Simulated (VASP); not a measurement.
# Si2W (P6_222) in VASP: a series of runs

Runs on Si2W. Level: PBE. Tasks: single point.

All numbers are computed with VASP 6.6.1; they aren't measurements. Logs are shortened: lines on timing, memory, paths and dates and some standing lists are left out, and cuts for length are marked.

**1. The cell of the first run**

Symmetry: P6_222, No. 180, hexagonal system. The conventional cell has a = 4.566 Å, b = 4.566 Å, c = 6.788 Å, α = 90.00°, β = 90.00°, γ = 120.00°. Within 3.3 Å of Si (site symmetry 2) lie 5 W at 2.46 to 2.73 Å and 7 Si at 2.48 to 3.01 Å. W (site symmetry 222) has 10 Si at 2.46 to 2.73 Å and 4 W at 3.21 Å within 3.3 Å.

**2. Single point, PBE**

INCAR reads:

```
SYSTEM = Si2W
ALGO = Normal ; EDIFF = 1E-7
ENCUT = 520 ; GGA = PE
ISIF = 2 ; ISMEAR = 0
LASPH = .True. ; LCHARG = .True.
LELF = .True. ; LREAL = .False.
LVHAR = .True. ; LWAVE = .False.
NBANDS = 43 ; NELM = 100
PREC = Accurate ; SIGMA = 0.03
```

KPOINTS reads:

```
k-points
0
Gamma
  9 9 6
  0 0 0
```

POSCAR reads:

```
Si2W
1.0
    4.5661651910      0.0000000000      0.0000000000
   -2.2830825955      3.9544150533      0.0000000000
    0.0000000000      0.0000000000      6.7880611730
Si W
6 3
Direct
    0.8113193831      0.6226387663      0.5000000000
    0.1886806169      0.8113193831      0.8333333333
    0.6226387663      0.8113193831      0.1666666667
    0.1886806169      0.3773612337      0.5000000000
    0.8113193831      0.1886806169      0.8333333333
    0.3773612337      0.1886806169      0.1666666667
    0.0000000000      0.5000000000      0.1666666667
    0.5000000000      0.5000000000      0.8333333333
    0.5000000000      0.0000000000      0.5000000000
```

Potentials or basis: VASP PAW PBE potentials, release 64 (Si, W_sv).

Command:

```console
cat potpaw_PBE.64/Si/POTCAR potpaw_PBE.64/W_sv/POTCAR > POTCAR
mpirun -np 1 vasp_std > vasp.out
```

OUTCAR:

```text
SYSTEM = Si2W
   EDIFF = 1E-7
   ENCUT = 520
   GGA = PE
   ISIF = 2
   ISMEAR = 0
   LASPH = .True.
   LREAL = .False.
   NELM = 100
   PREC = Accurate

 ion  position               nearest neighbor table
   1  0.811  0.623  0.500-   9 2.46   4 2.48   4 2.48   8 2.58   7 2.58   3 2.71   2 2.71   9 2.73
                             9 2.73   4 2.98   6 3.01   5 3.01
   2  0.189  0.811  0.833-   8 2.46   5 2.48   5 2.48   9 2.58   7 2.58   1 2.71   6 2.71   8 2.73
                             8 2.73   5 2.98   4 3.01   3 3.01
   3  0.623  0.811  0.167-   7 2.46   6 2.48   6 2.48   9 2.58   8 2.58   1 2.71   5 2.71   7 2.73
                             7 2.73   6 2.98   4 3.01   2 3.01
   4  0.189  0.377  0.500-   9 2.46   1 2.48   1 2.48   8 2.58   7 2.58   6 2.71   5 2.71   9 2.73
                             9 2.73   1 2.98   3 3.01   2 3.01
   5  0.811  0.189  0.833-   8 2.46   2 2.48   2 2.48   9 2.58   7 2.58   4 2.71   3 2.71   8 2.73
                             8 2.73   2 2.98   1 3.01   6 3.01
   6  0.377  0.189  0.167-   7 2.46   3 2.48   3 2.48   9 2.58   8 2.58   4 2.71   2 2.71   7 2.73
                             7 2.73   3 2.98   1 3.01   5 3.01
   7  0.000  0.500  0.167-   3 2.46   6 2.46   4 2.58   1 2.58   5 2.58   2 2.58   6 2.73   3 2.73
                             3 2.73   6 2.73   9 3.21   9 3.21   8 3.21   8 3.21
   8  0.500  0.500  0.833-   2 2.46   5 2.46   4 2.58   1 2.58   3 2.58   6 2.58   2 2.73   5 2.73
                             2 2.73   5 2.73   9 3.21   9 3.21   7 3.21   7 3.21
   9  0.500  0.000  0.500-   1 2.46   4 2.46   5 2.58   2 2.58   6 2.58   3 2.58   4 2.73   1 2.73
                             4 2.73   1 2.73   7 3.21   8 3.21   8 3.21   7 3.21

  LATTYP: Found a hexagonal cell.
 ALAT       =     4.5661651910
 C/A-ratio  =     1.4866000000

  Lattice vectors:

 A1 = (   4.5661651910,   0.0000000000,   0.0000000000)
 A2 = (  -2.2830825955,   3.9544150533,   0.0000000000)
 A3 = (   0.0000000000,   0.0000000000,   6.7880611730)

Analysis of symmetry for initial positions (statically):
=====================================================================
 Subroutine PRICEL returns:
 Original cell was already a primitive cell.

 Routine SETGRP: Setting up the symmetry group for a
 hexagonal supercell.

 Subroutine GETGRP returns: Found 12 space group operations
 (whereof  4 operations were pure point group operations)
 out of a pool of 24 trial point group operations.

The static configuration has the point symmetry D_2 .
 The point group associated with its full space group is D_6 .

Analysis of symmetry for dynamics (positions and initial velocities):
=====================================================================
 Subroutine PRICEL returns:
 Original cell was already a primitive cell.

 Routine SETGRP: Setting up the symmetry group for a
 hexagonal supercell.

 Subroutine GETGRP returns: Found 12 space group operations
 (whereof  4 operations were pure point group operations)
 out of a pool of 24 trial point group operations.

The dynamic configuration has the point symmetry D_2 .
 The point group associated with its full space group is D_6 .

 Subroutine INISYM returns: Found 12 space group operations
 (whereof  4 operations are pure point group operations),
 and found     1 'primitive' translations

----------------------------------------------------------------------------------------

                                     Primitive cell

  volume of cell :     122.5687

  direct lattice vectors                    reciprocal lattice vectors
     4.566165191  0.000000000  0.000000000     0.219002151  0.126440951  0.000000000
    -2.283082595  3.954415053  0.000000000     0.000000000  0.252881902  0.000000000
     0.000000000  0.000000000  6.788061173     0.000000000  0.000000000  0.147317470

  length of vectors
     4.566165191  4.566165191  6.788061173     0.252881902  0.252881902  0.147317470

  position of ions in fractional coordinates (direct lattice)
     0.811319383  0.622638766  0.500000000
     0.188680617  0.811319383  0.833333333
     0.622638766  0.811319383  0.166666667
     0.188680617  0.377361234  0.500000000
     0.811319383  0.188680617  0.833333333
     0.377361234  0.188680617  0.166666667
     0.000000000  0.500000000  0.166666667
     0.500000000  0.500000000  0.833333333
     0.500000000  0.000000000  0.500000000

  ion indices of the primitive-cell ions
   primitive index   ion index
                 1           1
                 2           2
                 3           3
                 4           4
                 5           5
                 6           6
                 7           7
                 8           8
                 9           9

----------------------------------------------------------------------------------------

 KPOINTS: k-points

Automatic generation of k-mesh.
 Grid dimensions read from file:
 generate k-points for:    9    9    6

 Generating k-lattice:

  Cartesian coordinates                     Fractional coordinates (reciprocal lattice)
     0.024333572  0.014048995  0.000000000     0.111111111  0.000000000  0.000000000
     0.000000000  0.028097989  0.000000000     0.000000000  0.111111111  0.000000000
     0.000000000  0.000000000  0.024552912     0.000000000  0.000000000  0.166666667

  Length of vectors
     0.028097989  0.028097989  0.024552912

  Shift w.r.t. Gamma in fractional coordinates (k-lattice)
     0.000000000  0.000000000  0.000000000

 Subroutine IBZKPT returns following result:
 ===========================================

 Found     48 irreducible k-points:

 Following reciprocal coordinates:
            Coordinates               Weight
  0.000000  0.000000  0.000000      1.000000
  0.111111  0.000000  0.000000      6.000000
  0.222222  0.000000  0.000000      6.000000
  0.333333  0.000000  0.000000      6.000000
  0.444444  0.000000  0.000000      6.000000
  0.111111  0.111111  0.000000      6.000000
[... 16 lines left out ...]
  0.333333  0.222222  0.166667     24.000000
  0.333333  0.333333  0.166667      4.000000
 [... further k-points ...]
   k-points           NKPTS =     48   k-points in BZ     NKDIM =     48   number of bands    NBANDS=     43
   number of dos      NEDOS =    301   number of ions     NIONS =      9
   total plane-waves  NPLWV =  64800
   dimension x,y,z NGX =    36 NGY =   36 NGZ =   50
   dimension x,y,z NGXF=    72 NGYF=   72 NGZF=  100
   ions per type =               6   3
   NGX,Y,Z   is equivalent  to a cutoff of  13.11, 13.11, 12.25 a.u.
   NGXF,Y,Z  is equivalent  to a cutoff of  26.21, 26.21, 24.49 a.u.
 SYSTEM =  Si2W
   PREC   = accura    normal or accurate (medium, high low for compatibility)
   ISTART =      0    job   : 0-new  1-cont  2-samecut
   ICHARG =      2    charge: 1-file 2-atom 10-const
   ISPIN  =      1    spin polarized calculation?
   LNONCOLLINEAR =      F non collinear calculations
   LSORBIT =      F    spin-orbit coupling
   LASPH  =      T    aspherical Exc in radial PAW
   ENCUT  =  520.0 eV  38.22 Ry    6.18 a.u.   8.49  8.49 12.62*2*pi/ulx,y,z
   NELM   =    100;   NELMIN=  2; NELMDL= -5     # of ELM steps
   EDIFF  = 0.1E-06   stopping-criterion for ELM
   LREAL  =      F    real-space projection
   EDIFFG = 0.1E-05   stopping-criterion for IOM
   NSW    =      0    number of steps for IOM
   IBRION =     -1    ionic relax: 0-MD 1-quasi-New 2-CG
   NFREE  =      0    steps in history (QN), initial steepest desc. (CG)
   ISIF   =      2    stress and relaxation
   ISYM   =      2    0-nonsym 1-usesym 2-fastsym
   POTIM  = 0.5000    time-step for ionic-motion
   TEBEG  =    0.0;   TEEND  =   0.0 temperature during run
   PSTRESS=    0.0 pullay stress
   NELECT =      66.0000    total number of electrons
   NUPDOWN=      -1.0000    fix difference up-down
   EMIN   =  10.00;   EMAX   =-10.00  energy-range for DOS
   EFERMI =   0.00;   METHOD = LEGACY
   ISMEAR =     0;   SIGMA  =   0.03  broadening in eV -4-tet -1-fermi 0-gaus
   EFERMI_NEDOS =   21; number of points for ismear=-14 and -15
   IALGO  =     38    algorithm
   IMIX   =      4    mixing-type and parameters
     AMIX     =   0.40;   BMIX     =  1.00
     AMIX_MAG =   1.60;   BMIX_MAG =  1.00
  volume/ion in A,a.u.               =      13.62        91.90
  Fermi-wavevector in a.u.,A,eV,Ry     =   1.331873  2.516876 24.135194  1.773887
  Thomas-Fermi vector in A             =   2.460851
   LORBIT       =      0    0 simple, 1 ext, 2 COOP (PROOUT), +10 PAW based schemes
   GGA     = PE    functional components
   LHFCALC =     F    Hartree Fock is set to
   AEXX    =    0.0000 exact exchange contribution
   IVDW    =     0    specifies the selected vdW correction
   LEPSILON=     F    determine dielectric tensor
   LRPA    =     F    only Hartree local field effects (RPA)
 non-spin polarized calculation
 Gauss-broadening in eV      SIGMA  =   0.03
  energy-cutoff  :      520.00
  volume of cell :      122.57
 maximum number of plane-waves:      3338
 NGX is ok and might be reduce to    36
   NGX = 17   NGY = 17   NGZ = 25

 number of electron      66.0000000 magnetization

 Free energy of the ion-electron system (eV)
  ---------------------------------------------------
  ext. energy  EPLUGINS =         0.00000000
  ---------------------------------------------------
  free energy    TOTEN  =       -71.92964855 eV

  energy without entropy =      -71.92964855  energy(sigma->0) =      -71.92964855

 E-fermi :  11.9673     XC(G=0): -12.4494

 val. band max:       11.7578316660   @ k =   0.4444   0.0000   0.5000
 cond. band min:      12.1586016564   @ k =   0.2222   0.1111   0.5000
 fundamental gap:      0.4007699904
 Fermi energy:        11.9672635349

 k-point     1 :       0.0000    0.0000    0.0000
  band No.  band energies     occupation
      1     -61.9664      2.00000
      2     -61.9549      2.00000
      3     -61.9549      2.00000
      4     -26.4584      2.00000
      5     -26.4209      2.00000
      6     -26.4209      2.00000
[... 35 lines left out ...]
     42      15.4283      0.00000
     43      15.7996      0.00000
[... 1017 lines left out ...]
      3     -61.9551      2.00000
      4     -26.4747      2.00000
      5     -26.4604      2.00000
      6     -26.4041      2.00000
[... 35 lines left out ...]
     42      14.8654      0.00000
     43      15.8347      0.00000

 [... further k-points ...]

------------------------ aborting loop because EDIFF is reached ----------------------------------------

  FORCE on cell =-STRESS in cart. coord.  units (eV):
  Direction    XX          YY          ZZ          XY          YZ          ZX
  --------------------------------------------------------------------------------------
  -------------------------------------------------------------------------------------
  Total        7.4455547      7.4455547     -0.5704545      0.0000000      0.0000000      0.0000000
  in kB       97.3258095     97.3258095     -7.4567906      0.0000000      0.0000000      0.0000000
  external PRESSURE =      62.3982761 kB  Pullay stress =       0.0000000 kB

 VOLUME and BASIS-vectors are now :
 -----------------------------------------------------------------------------
  energy-cutoff  :      520.00
  volume of cell :      122.57
      direct lattice vectors                 reciprocal lattice vectors
     4.566165191  0.000000000  0.000000000     0.219002151  0.126440951  0.000000000
    -2.283082595  3.954415053  0.000000000     0.000000000  0.252881902  0.000000000
     0.000000000  0.000000000  6.788061173     0.000000000  0.000000000  0.147317470

 POSITION                                       TOTAL-FORCE (eV/Angst)
 -----------------------------------------------------------------------------------
      2.28308      2.46217      3.39403        -0.000000      3.021293      0.000000
     -0.99076      3.20829      5.65672        -2.616516      1.510646     -0.000000
      0.99076      3.20829      1.13134         2.616516      1.510646      0.000000
      0.00000      1.49224      3.39403        -0.000000     -3.021293      0.000000
      3.27384      0.74612      5.65672         2.616516     -1.510646      0.000000
      1.29232      0.74612      1.13134        -2.616516     -1.510646      0.000000
     -1.14154      1.97721      1.13134        -0.000000     -0.000000     -0.000000
      1.14154      1.97721      5.65672        -0.000000     -0.000000      0.000000
      2.28308      0.00000      3.39403        -0.000000     -0.000000      0.000000
 -----------------------------------------------------------------------------------
    total drift:                               -0.000000     -0.000000      0.000000

  FREE ENERGIE OF THE ION-ELECTRON SYSTEM (eV)
  ---------------------------------------------------
  free  energy   TOTEN  =       -71.9296485549 eV

  energy  without entropy=      -71.9296485549  energy(sigma->0) =      -71.92964855
```

Wall time 6.9 min (1 thread of Intel Xeon 8259CL, shared host); peak memory 0.36 GiB.

Results:

```yaml
Free_energy: -71.9296 eV
Pressure: 6.2 GPa
Largest_force: 3.021 eV/Å
Band_gap_on_the_k_mesh: 0.40 eV (least direct gap 0.76 eV)
```

Forces on the atoms (eV/Å):
```
Si   0.000  3.021  0.000
Si  -2.617  1.511  0.000
Si   2.617  1.511  0.000
Si   0.000 -3.021  0.000
Si   2.617 -1.511  0.000
Si  -2.617 -1.511  0.000
W    0.000  0.000  0.000
W    0.000  0.000  0.000
W    0.000  0.000  0.000
```

Levels at points of the mesh, in eV from the valence-band top:
```tsv
k point	band 31	band 32	band 33	band 34	band 35	band 36
(0.00, 0.00, 0.00)	-1.98	-1.63	-0.98	2.67	2.85	2.85
(0.00, 0.00, 0.50)	-0.80	-0.80	-0.80	1.35	2.14	2.37
```

Caveat: the stress differs along the axes, from -1 to 10 GPa; spin-orbit coupling is left out, which moves the levels of the heavy elements; forces of over 1 eV/Å act on the atoms, so gaps and moduli don't describe the material at rest. A k mesh can miss the band edges.

(Continued in part 2 of 2.)
